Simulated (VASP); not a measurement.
A run of VASP 6.6.1 is set up as follows.

File INCAR:

```
PREC = Accurate
ENCUT = 520
EDIFF = 1E-6
ISMEAR = -1
SIGMA = 0.03
LREAL = False
LASPH = True
NELM = 80
ALGO = Normal
ISIF = 2
LWAVE = False
LCHARG = False
GGA = PS
NBANDS = 16
```

KPOINTS

```
Automatic mesh
0
Gamma
  12 12 9
```

The input POSCAR:

```
ScB2
1.0
    3.1184999906      0.0000000000      0.0000000000
   -1.5592499954      2.7007002136      0.0000000000
    0.0000000000      0.0000000000      3.5200000000
Sc B
1 2
Direct
    0.0000000000      0.0000000000      0.0000000000
    0.3333333333      0.6666666667      0.5000000000
    0.6666666667      0.3333333333      0.5000000000
```

Potentials or basis: VASP PAW PBE potentials, release 64 (Sc_sv, B).

Command:

```console
$ cat potpaw_PBE.64/Sc_sv/POTCAR potpaw_PBE.64/B/POTCAR > POTCAR
$ mpirun -np 1 vasp_std > vasp.out
```

Predict the pressure.

-0.2 GPa.

Stress tensor (GPa, compression positive):
```
 1.11  0.00  0.00
 0.00  1.11  0.00
 0.00  0.00 -2.96
```

Caveat: the cell differs from its parent crystal (equal xx and yy strain of -1 %); the PAW data sets were made with another functional, which shifts forces and pressure a little.
